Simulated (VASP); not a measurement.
# Hf in VASP: further runs

Runs on Hf. Level: PBEsol. Tasks: single point.

Everything below comes from runs of VASP 6.6.1. Logs are shortened: lines on timing, memory, paths and dates and some standing lists are left out, and cuts for length are marked.

### 1 The cell of the first run

The cell holds a slab with vacuum, 6 atoms: a = 3.158 Å, b = 3.158 Å, c = 28.505 Å, α = 90.00°, β = 90.00°, γ = 120.00°.

### 2 Single point, PBEsol

File INCAR:

```
SYSTEM = Hf
  ALGO = Normal
  EDIFF = 1E-6
  ENCUT = 520
  GGA = PS
  ISIF = 2
  ISMEAR = -1
  LASPH = .True.
  LCHARG = .False.
  LREAL = .False.
  LWAVE = .False.
  NBANDS = 39
  NELM = 80
  PREC = Accurate
  SIGMA = 0.08
```

File KPOINTS:

```
k-points
0
Gamma
  12 12 1
  0 0 0
```

File POSCAR:

```
Hf
1.0
    3.1584504466      0.0000000000      0.0000000000
   -1.5792252233      2.7352983234      0.0000000000
    0.0000000000      0.0000000000     28.5045000000
Hf
6
Direct
    0.8333333333      0.1666666667      0.2841507141
    0.1666666667      0.8333333333      0.3665133320
    0.8333333333      0.1666666667      0.4567555169
    0.1666666667      0.8333333333      0.5432444830
    0.8333333333      0.1666666667      0.6334866686
    0.1666666667      0.8333333333      0.7158492855
```

Potentials or basis: VASP PAW PBE potentials, release 64 (Hf_pv).

Launch:

```sh
$ cat potpaw_PBE.64/Hf_pv/POTCAR > POTCAR
$ mpirun -np 1 vasp_std > vasp.out
```

OUTCAR:

```text
SYSTEM = Hf
   EDIFF = 1E-6
   ENCUT = 520
   GGA = PS
   ISIF = 2
   ISMEAR = -1
   LASPH = .True.
   LREAL = .False.
   NELM = 80
   PREC = Accurate

 ion  position               nearest neighbor table
   1  0.833  0.167  0.284-   2 2.97   2 2.97   2 2.97
   2  0.167  0.833  0.367-   1 2.97   1 2.97   1 2.97   3 3.15   3 3.15   3 3.15
   3  0.833  0.167  0.457-   4 3.07   4 3.07   4 3.07   2 3.15   2 3.15   2 3.15
   4  0.167  0.833  0.543-   3 3.07   3 3.07   3 3.07   5 3.15   5 3.15   5 3.15
   5  0.833  0.167  0.633-   6 2.97   6 2.97   6 2.97   4 3.15   4 3.15   4 3.15
   6  0.167  0.833  0.716-   5 2.97   5 2.97   5 2.97

  LATTYP: Found a hexagonal cell.
 ALAT       =     3.1584504466
 C/A-ratio  =     9.0248368565

  Lattice vectors:

 A1 = (   3.1584504466,   0.0000000000,   0.0000000000)
 A2 = (  -1.5792252233,   2.7352983234,   0.0000000000)
 A3 = (   0.0000000000,   0.0000000000,  28.5045000000)

Analysis of symmetry for initial positions (statically):
=====================================================================
 Subroutine PRICEL returns:
 Original cell was already a primitive cell.

 Routine SETGRP: Setting up the symmetry group for a
 hexagonal supercell.

 Subroutine GETGRP returns: Found 12 space group operations
 (whereof  4 operations were pure point group operations)
 out of a pool of 24 trial point group operations.

The static configuration has the point symmetry C_2h.
 The point group associated with its full space group is D_3d.

Analysis of symmetry for dynamics (positions and initial velocities):
=====================================================================
 Subroutine PRICEL returns:
 Original cell was already a primitive cell.

 Routine SETGRP: Setting up the symmetry group for a
 hexagonal supercell.

 Subroutine GETGRP returns: Found 12 space group operations
 (whereof  4 operations were pure point group operations)
 out of a pool of 24 trial point group operations.

The dynamic configuration has the point symmetry C_2h.
 The point group associated with its full space group is D_3d.

 Subroutine INISYM returns: Found 12 space group operations
 (whereof  4 operations are pure point group operations),
 and found     1 'primitive' translations

----------------------------------------------------------------------------------------

                                     Primitive cell
[... 93 lines left out ...]
   EDIFF  = 0.1E-05   stopping-criterion for ELM
   LREAL  =      F    real-space projection
   EDIFFG = 0.1E-04   stopping-criterion for IOM
   NSW    =      0    number of steps for IOM
   IBRION =     -1    ionic relax: 0-MD 1-quasi-New 2-CG
   NFREE  =      0    steps in history (QN), initial steepest desc. (CG)
   ISIF   =      2    stress and relaxation
   ISYM   =      2    0-nonsym 1-usesym 2-fastsym
   POTIM  = 0.5000    time-step for ionic-motion
   TEBEG  =    0.0;   TEEND  =   0.0 temperature during run
   PSTRESS=    0.0 pullay stress
   NELECT =      60.0000    total number of electrons
   NUPDOWN=      -1.0000    fix difference up-down
   EMIN   =  10.00;   EMAX   =-10.00  energy-range for DOS
   EFERMI =   0.00;   METHOD = LEGACY
   ISMEAR =    -1;   SIGMA  =   0.08  broadening in eV -4-tet -1-fermi 0-gaus
   EFERMI_NEDOS =   21; number of points for ismear=-14 and -15
   IALGO  =     38    algorithm
   IMIX   =      4    mixing-type and parameters
     AMIX     =   0.40;   BMIX     =  1.00
     AMIX_MAG =   1.60;   BMIX_MAG =  1.00
  volume/ion in A,a.u.               =      41.04       276.97
  Fermi-wavevector in a.u.,A,eV,Ry     =   1.022495  1.932235 14.224836  1.045496
  Thomas-Fermi vector in A             =   2.156177
   LORBIT       =      0    0 simple, 1 ext, 2 COOP (PROOUT), +10 PAW based schemes
   GGA     = PS    functional components
   LHFCALC =     F    Hartree Fock is set to
   AEXX    =    0.0000 exact exchange contribution
   IVDW    =     0    specifies the selected vdW correction
   LEPSILON=     F    determine dielectric tensor
   LRPA    =     F    only Hartree local field effects (RPA)
 non-spin polarized calculation
  energy-cutoff  :      520.00
  volume of cell :      246.26
 maximum number of plane-waves:      6666
 NGX is ok and might be reduce to    24
   NGX = 11   NGY = 11   NGZ =105

 number of electron      59.9999999 magnetization

 Free energy of the ion-electron system (eV)
  ---------------------------------------------------
  ext. energy  EPLUGINS =         0.00000000
  ---------------------------------------------------
  free energy    TOTEN  =       -61.03591575 eV

  energy without entropy =      -60.89476389  energy(sigma->0) =      -60.96533982

 E-fermi :   0.6196     XC(G=0):  -6.7858

 val. band max:        0.6093336527   @ k =   0.3333  -0.0000   0.0000
 cond. band min:       0.6271597950   @ k =   0.3333   0.0833   0.0000
 fundamental gap:      0.0178261423
 Fermi energy:         0.6195693385

 k-point     1 :       0.0000    0.0000    0.0000
  band No.  band energies     occupation
      1     -30.3918      2.00000
      2     -30.3589      2.00000
      3     -30.1674      2.00000
      4     -29.7843      2.00000
      5     -29.6994      2.00000
      6     -29.6994      2.00000
[... 787 lines left out ...]
     38       2.7456      0.00000
     39       2.8884      0.00000

------------------------ aborting loop because EDIFF is reached ----------------------------------------

  FORCE on cell =-STRESS in cart. coord.  units (eV):
  Direction    XX          YY          ZZ          XY          YZ          ZX
  --------------------------------------------------------------------------------------
  -------------------------------------------------------------------------------------
  Total       -1.5680964     -1.5680964     -0.3607481      0.0000000     -0.0000000     -0.0000000
  in kB      -10.2021370    -10.2021370     -2.3470503      0.0000000     -0.0000000     -0.0000000
  external PRESSURE =      -7.5837748 kB  Pullay stress =       0.0000000 kB

 VOLUME and BASIS-vectors are now :
 -----------------------------------------------------------------------------
  energy-cutoff  :      520.00
  volume of cell :      246.26
      direct lattice vectors                 reciprocal lattice vectors
     3.158450447  0.000000000  0.000000000     0.316610951  0.182795418  0.000000000
    -1.579225223  2.735298323  0.000000000     0.000000000  0.365590836  0.000000000
     0.000000000  0.000000000 28.504500000     0.000000000  0.000000000  0.035082180

 POSITION                                       TOTAL-FORCE (eV/Angst)
 -----------------------------------------------------------------------------------
      2.36884      0.45588      8.09957         0.000000      0.000000      0.044170
     -0.78961      2.27942     10.44728         0.000000      0.000000     -0.022020
      2.36884      0.45588     13.01959        -0.000000      0.000000      0.008470
     -0.78961      2.27942     15.48491         0.000000     -0.000000     -0.008470
      2.36884      0.45588     18.05722        -0.000000     -0.000000      0.022020
     -0.78961      2.27942     20.40493        -0.000000      0.000000     -0.044170
 -----------------------------------------------------------------------------------
    total drift:                               -0.000000      0.000000     -0.000002

  FREE ENERGIE OF THE ION-ELECTRON SYSTEM (eV)
  ---------------------------------------------------
  free  energy   TOTEN  =       -61.0359157493 eV

  energy  without entropy=      -60.8947638870  energy(sigma->0) =      -60.96533982
```

OSZICAR:

```text
N       E                     dE             d eps       ncg     rms          rms(c)
DAV:   1     0.245785072515E+03    0.24579E+03   -0.33914E+04  1922   0.135E+03
DAV:   2    -0.473008593944E+02   -0.29309E+03   -0.28216E+03  1784   0.326E+02
DAV:   3    -0.646195885791E+02   -0.17319E+02   -0.16392E+02  1948   0.529E+01
[... 34 lines left out ...]
DAV:  38    -0.610360094254E+02    0.63739E-04   -0.51655E-05  1934   0.251E-02    0.230E-01
DAV:  39    -0.610359643221E+02    0.45103E-04   -0.31085E-05  1844   0.146E-02    0.219E-01
DAV:  40    -0.610359250860E+02    0.39236E-04   -0.62000E-05  1724   0.229E-02    0.146E-01
DAV:  41    -0.610359162790E+02    0.88069E-05   -0.30668E-05  1684   0.138E-02    0.136E-01
DAV:  42    -0.610359157493E+02    0.52971E-06   -0.35704E-06  1449   0.127E-02
   1 F= -.61035916E+02 E0= -.60965340E+02  d E =-.141152E+00
```

Run time: 17 min. Hardware: 1 thread of Intel Xeon Platinum 8259CL at 2.50GHz (Skylake/Cascade Lake), shared host; peak memory 0.41 GiB.

Results:

| Property | Result |
| --- | --- |
| Free energy | -61.0359 eV |
| Largest force | 0.044 eV/Å |
| Band gap on the k mesh | zero (bands 30 and 31 overlap by 1.52 eV) |

Forces in eV/Å, atoms in the order of the input:
```
Hf   0.000  0.000  0.044
Hf   0.000  0.000 -0.022
Hf   0.000  0.000  0.008
Hf   0.000  0.000 -0.008
Hf   0.000  0.000  0.022
Hf   0.000  0.000 -0.044
```

Levels at points of the mesh, in eV from the Fermi level:
| k point | band 27 | band 28 | band 29 | band 30 | band 31 | band 32 | band 33 | band 34 | band 35 | band 36 |
| --- | --- | --- | --- | --- | --- | --- | --- | --- | --- | --- |
| (0.00, 0.00, 0.00) | 0.32 | 0.53 | 0.82 | 1.02 | 1.02 | 1.02 | 1.02 | 1.14 | 1.14 | 1.22 |
| (0.50, 0.00, 0.00) | -1.25 | -0.98 | -0.96 | 0.31 | 0.49 | 0.96 | 1.29 | 1.37 | 1.37 | 1.46 |

Caveat: the PAW data sets were made with another functional, which shifts forces and pressure a little; spin-orbit coupling is left out, which moves the levels of the heavy elements.

### 3 Single point, PBEsol

File INCAR:

```
SYSTEM = Hf
ALGO = Normal ; DIPOL = 0.5 0.5 0.500
EDIFF = 1E-7 ; ENCUT = 520
GGA = PS ; IDIPOL = 3
ISIF = 2 ; ISMEAR = -1
LASPH = .TRUE. ; LCHARG = .TRUE.
LDIPOL = .TRUE. ; LELF = .TRUE.
LREAL = .FALSE. ; LVACPOTAV = .TRUE.
LVHAR = .TRUE. ; LWAVE = .FALSE.
NBANDS = 39 ; NELM = 100
PREC = Accurate ; SIGMA = 0.08
```

File KPOINTS:

```
k-points
0
G
  12 12 1
  0 0 0
```

File POSCAR:

```
Hf
1.0
    3.1584504466      0.0000000000      0.0000000000
   -1.5792252233      2.7352983234      0.0000000000
    0.0000000000      0.0000000000     28.5045000000
Hf
6
Direct
    0.8333333330      0.1666666670      0.2806574043
    0.1666666670      0.8333333330      0.3683944426
    0.8333333330      0.1666666670      0.4561314809
    0.1666666670      0.8333333330      0.5438685191
    0.8333333330      0.1666666670      0.6316055574
    0.1666666670      0.8333333330      0.7193425957
```

Potentials or basis: VASP PAW PBE potentials, release 64 (Hf_pv).

Launch:

```sh
$ cat potpaw_PBE.64/Hf_pv/POTCAR > POTCAR
$ mpirun -np 1 vasp_std > vasp.out
```

Run time: 10 min. Hardware: 1 thread of AMD EPYC 9R14 (Zen 4), shared host; peak memory 0.37 GiB.

It converged, with:

```yaml
Free_energy: -60.9118 eV
Largest_force: 0.738 eV/Å
Band_gap_on_the_k_mesh: zero (bands 30 and 31 overlap by 1.39 eV)
```

Forces in eV/Å, atoms in the order of the input:
```
Hf   0.000  0.000  0.648
Hf   0.000  0.000 -0.738
Hf   0.000  0.000  0.112
Hf   0.000  0.000 -0.112
Hf   0.000  0.000  0.738
Hf   0.000  0.000 -0.648
```

Levels at points of the mesh, in eV from the Fermi level:
| k point | band 26 | band 27 | band 28 | band 29 | band 30 | band 31 | band 32 | band 33 | band 34 | band 35 |
| --- | --- | --- | --- | --- | --- | --- | --- | --- | --- | --- |
| (0.00, 0.00, 0.00) | -0.10 | 0.33 | 0.34 | 0.71 | 0.91 | 1.07 | 1.07 | 1.08 | 1.08 | 1.22 |
| (0.50, 0.00, 0.00) | -1.50 | -1.16 | -1.07 | -1.03 | 0.22 | 0.43 | 1.00 | 1.24 | 1.26 | 1.49 |

Caveat: the PAW data sets were made with another functional, which shifts forces and pressure a little; spin-orbit coupling is left out, which moves the levels of the heavy elements.

### 4 Single point, PBEsol

File INCAR:

```
SYSTEM = Hf
PREC     = Accurate       ! precision mode
ENCUT    = 520            ! plane-wave cutoff, eV
EDIFF    = 1E-6           ! SCF threshold, eV
ISMEAR   = -1             ! smearing method
SIGMA    = 0.08           ! smearing width, eV
LREAL    = .False.        ! projectors in reciprocal space
LASPH    = .True.         ! aspherical terms in the spheres
NELM     = 80             ! most SCF steps
ALGO     = Normal         ! electronic algorithm
ISIF     = 2              ! what is computed and relaxed
LWAVE    = .False.        ! write WAVECAR
LCHARG   = .False.        ! write CHGCAR
LDIPOL   = .True.       
IDIPOL   = 3            
DIPOL    = 0.5 0.5 0.500
GGA      = PS             ! functional
NBANDS   = 39             ! bands
```

File KPOINTS:

```
regular mesh
0
Gamma
  12 12 1
  0 0 0
```

File POSCAR:

```
Hf
1.0
    3.1584504466      0.0000000000      0.0000000000
   -1.5792252233      2.7352983234      0.0000000000
    0.0000000000      0.0000000000     28.5045000000
Hf
6
Direct
    0.8333333333      0.1666666667      0.2841507141
    0.1666666667      0.8333333333      0.3665133320
    0.8333333333      0.1666666667      0.4567555169
    0.1666666667      0.8333333333      0.5432444830
    0.8333333333      0.1666666667      0.6334866686
    0.1666666667      0.8333333333      0.7158492855
```

Potentials or basis: VASP PAW PBE potentials, release 64 (Hf_pv).

Launch:

```sh
$ cat potpaw_PBE.64/Hf_pv/POTCAR > POTCAR
$ mpirun -np 1 vasp_std > vasp.out
```

OUTCAR:

```text
SYSTEM = Hf
   PREC = Accurate
   ENCUT = 520
   EDIFF = 1E-6
   ISMEAR = -1
   LREAL = .False.
   LASPH = .True.
   NELM = 80
   ISIF = 2
   GGA = PS

 ion  position               nearest neighbor table
   1  0.833  0.167  0.284-   2 2.97   2 2.97   2 2.97
   2  0.167  0.833  0.367-   1 2.97   1 2.97   1 2.97   3 3.15   3 3.15   3 3.15
   3  0.833  0.167  0.457-   4 3.07   4 3.07   4 3.07   2 3.15   2 3.15   2 3.15
   4  0.167  0.833  0.543-   3 3.07   3 3.07   3 3.07   5 3.15   5 3.15   5 3.15
   5  0.833  0.167  0.633-   6 2.97   6 2.97   6 2.97   4 3.15   4 3.15   4 3.15
   6  0.167  0.833  0.716-   5 2.97   5 2.97   5 2.97

  LATTYP: Found a hexagonal cell.
 ALAT       =     3.1584504466
 C/A-ratio  =     9.0248368565

  Lattice vectors:

 A1 = (   3.1584504466,   0.0000000000,   0.0000000000)
 A2 = (  -1.5792252233,   2.7352983234,   0.0000000000)
 A3 = (   0.0000000000,   0.0000000000,  28.5045000000)

Analysis of symmetry for initial positions (statically):
=====================================================================
[... 186 lines left out ...]

 k-point     1 :       0.0000    0.0000    0.0000
  band No.  band energies     occupation
      1     -30.3918      2.00000
      2     -30.3589      2.00000
      3     -30.1674      2.00000
      4     -29.7844      2.00000
      5     -29.6994      2.00000
      6     -29.6994      2.00000
[... 787 lines left out ...]
     38       2.7456      0.00000
     39       2.8884      0.00000

------------------------ aborting loop because EDIFF is reached ----------------------------------------

 vacuum level on the upper side and lower side of the slab       (xc-potential included)        -0.346        -0.346

  FORCE on cell =-STRESS in cart. coord.  units (eV):
  Direction    XX          YY          ZZ          XY          YZ          ZX
  --------------------------------------------------------------------------------------
  -------------------------------------------------------------------------------------
  Total       -1.5680913     -1.5680913     -0.3607230      0.0000000      0.0000000      0.0000000
  in kB      -10.2021034    -10.2021034     -2.3468875      0.0000000      0.0000000      0.0000000
  external PRESSURE =      -7.5836981 kB  Pullay stress =       0.0000000 kB

 VOLUME and BASIS-vectors are now :
 -----------------------------------------------------------------------------
  energy-cutoff  :      520.00
  volume of cell :      246.26
      direct lattice vectors                 reciprocal lattice vectors
     3.158450447  0.000000000  0.000000000     0.316610951  0.182795418  0.000000000
    -1.579225223  2.735298323  0.000000000     0.000000000  0.365590836  0.000000000
     0.000000000  0.000000000 28.504500000     0.000000000  0.000000000  0.035082180

 POSITION                                       TOTAL-FORCE (eV/Angst)
 -----------------------------------------------------------------------------------
      2.36884      0.45588      8.09957        -0.000000     -0.000000      0.044172
     -0.78961      2.27942     10.44728         0.000000     -0.000000     -0.022019
      2.36884      0.45588     13.01959         0.000000      0.000000      0.008470
     -0.78961      2.27942     15.48491        -0.000000     -0.000000     -0.008470
      2.36884      0.45588     18.05722        -0.000000      0.000000      0.022019
     -0.78961      2.27942     20.40493         0.000000      0.000000     -0.044172
 -----------------------------------------------------------------------------------
    total drift:                               -0.000000      0.000000     -0.000003

  FREE ENERGIE OF THE ION-ELECTRON SYSTEM (eV)
  ---------------------------------------------------
  free  energy   TOTEN  =       -61.0359157526 eV

  energy  without entropy=      -60.8947638610  energy(sigma->0) =      -60.96533981

 vacuum level on the upper side and lower side of the slab         4.805         4.805
```

OSZICAR:

```text
N       E                     dE             d eps       ncg     rms          rms(c)
DAV:   1     0.245785072517E+03    0.24579E+03   -0.33914E+04  1922   0.135E+03
DAV:   2    -0.473008593944E+02   -0.29309E+03   -0.28216E+03  1784   0.326E+02
DAV:   3    -0.646195885791E+02   -0.17319E+02   -0.16392E+02  1948   0.529E+01
[... 34 lines left out ...]
DAV:  38    -0.610360094471E+02    0.63728E-04   -0.51639E-05  1934   0.251E-02    0.230E-01
DAV:  39    -0.610359643148E+02    0.45132E-04   -0.31120E-05  1844   0.146E-02    0.219E-01
DAV:  40    -0.610359250994E+02    0.39215E-04   -0.61923E-05  1724   0.229E-02    0.146E-01
DAV:  41    -0.610359162790E+02    0.88204E-05   -0.30696E-05  1684   0.138E-02    0.136E-01
DAV:  42    -0.610359157526E+02    0.52639E-06   -0.35688E-06  1449   0.127E-02
   1 F= -.61035916E+02 E0= -.60965340E+02  d E =-.141152E+00
```

Wall time 10 min (1 thread of AMD EPYC 9R14 (Zen 4), shared host); peak memory 0.37 GiB.

What came out:

```yaml
Free_energy: -61.0359 eV
Largest_force: 0.044 eV/Å
Band_gap_on_the_k_mesh: zero (bands 30 and 31 overlap by 1.52 eV)
```

Forces in eV/Å, atoms in the order of the input:
```
Hf   0.000  0.000  0.044
Hf   0.000  0.000 -0.022
Hf   0.000  0.000  0.008
Hf   0.000  0.000 -0.008
Hf   0.000  0.000  0.022
Hf   0.000  0.000 -0.044
```

Caveat: the PAW data sets were made with another functional, which shifts forces and pressure a little; spin-orbit coupling is left out, which moves the levels of the heavy elements.

### 5 Overview

```csv
cell,dipole correction,gap on the mesh (eV),largest force (eV/Å)
"as given, atomic positions A",no,none,0.04
"as given, atomic positions B",yes,none,0.74
"as given, atomic positions A",yes,none,0.04
```

Alike in all rows: task single point; level PBEsol; potentials or basis VASP PAW PBE potentials, release 64 (Hf_pv); no spin polarisation; k mesh 12 × 12 × 1; cutoff (eV) 520; smearing fermi-dirac 0.08 eV.

Caveats: the PAW data sets were made with another functional, which shifts forces and pressure a little; spin-orbit coupling is left out, which moves the levels of the heavy elements.

Total energies depend on the potentials used, so only differences within one code and one set of settings carry meaning.
